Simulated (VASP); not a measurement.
A run of VASP 6.6.1:

The input INCAR:

```
PREC     = Accurate       # precision mode
ENCUT    = 520            # plane-wave cutoff, eV
EDIFF    = 1E-7           # SCF threshold, eV
ISMEAR   = -1             # smearing method
SIGMA    = 0.05           # smearing width, eV
LREAL    = F              # projectors in reciprocal space
LASPH    = T              # aspherical terms in the spheres
NELM     = 60             # most SCF steps
ALGO     = Normal         # electronic algorithm
ISIF     = 2              # what is computed and relaxed
LWAVE    = F              # write WAVECAR
LCHARG   = F              # write CHGCAR
NBANDS   = 21             # bands
```

Contents of KPOINTS:

```
regular mesh
0
Gamma
  11 11 6
```

File POSCAR:

```
Ru
1.0
    2.7237197275      0.0000000000      0.0000000000
   -1.3618598638      2.3588104769      0.0000000000
    0.0000000000      0.0000000000      4.3102577801
Ru
2
Direct
    0.6666666667      0.3333333333      0.7500000000
    0.3333333333      0.6666666667      0.2500000000
```

Potentials or basis: VASP PAW LDA potentials, release 64 (Ru_pv).

Command:

```bash
$ cat potpaw_LDA.64/Ru_pv/POTCAR > POTCAR
$ mpirun -np 1 vasp_std > vasp.out
```

Hardware: 1 thread of Intel(R) Xeon(R) Platinum 8259CL CPU @ 2.50GHz (Skylake/Cascade Lake) (shared host).

Question: How long does it take, and how much memory?

Answer: Run time: 35 s on 1 thread of Intel(R) Xeon(R) Platinum 8259CL CPU @ 2.50GHz (Skylake/Cascade Lake) (shared host), peak memory 0.14 GiB. Counts: scf iterations 12, k points 64.
